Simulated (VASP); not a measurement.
A run of VASP 6.6.1:

INCAR

```
SYSTEM = Cu
PREC     = Accurate       ! precision mode
ENCUT    = 600            ! plane-wave cutoff, eV
EDIFF    = 1E-6           ! SCF threshold, eV
ISMEAR   = -1             ! smearing method
SIGMA    = 0.08           ! smearing width, eV
LREAL    = .False.        ! projectors in reciprocal space
LASPH    = .True.         ! aspherical terms in the spheres
NELM     = 80             ! most SCF steps
ALGO     = Normal         ! electronic algorithm
ISIF     = 3              ! what is computed and relaxed
LWAVE    = .False.        ! write WAVECAR
LCHARG   = .False.        ! write CHGCAR
GGA      = PE             ! functional
IBRION   = 2              ! ionic algorithm
NSW      = 32             ! ionic steps
EDIFFG   = -0.005         ! ionic threshold
PSTRESS  = 6000.0
```

Contents of KPOINTS:

```
Automatic mesh
0
Gamma
  21 21 21
  0 0 0
```

File POSCAR:

```
Cu
1.0
    1.8342005286      0.0000000000      0.0000000000
    0.0000000000      1.8342005286      0.0000000000
    0.0000000000      0.0000000000      1.8342005286
Cu
1
Direct
    0.0000000000      0.0000000000      0.0000000000
```

Potentials or basis: VASP PAW PBE potentials, release 64 (Cu).

Launch:

```bash
$ cat potpaw_PBE.64/Cu/POTCAR > POTCAR
$ mpirun -np 1 vasp_std > vasp.out
```

Hardware: 1 thread of Intel(R) Xeon(R) 6975P-C (Granite Rapids) (shared host).

How long does it take, and how much memory?

Run time: 12 s on 1 thread of Intel(R) Xeon(R) 6975P-C (Granite Rapids) (shared host), peak memory 0.13 GiB. Counts: scf iterations 33, k points 286, ion steps 4.
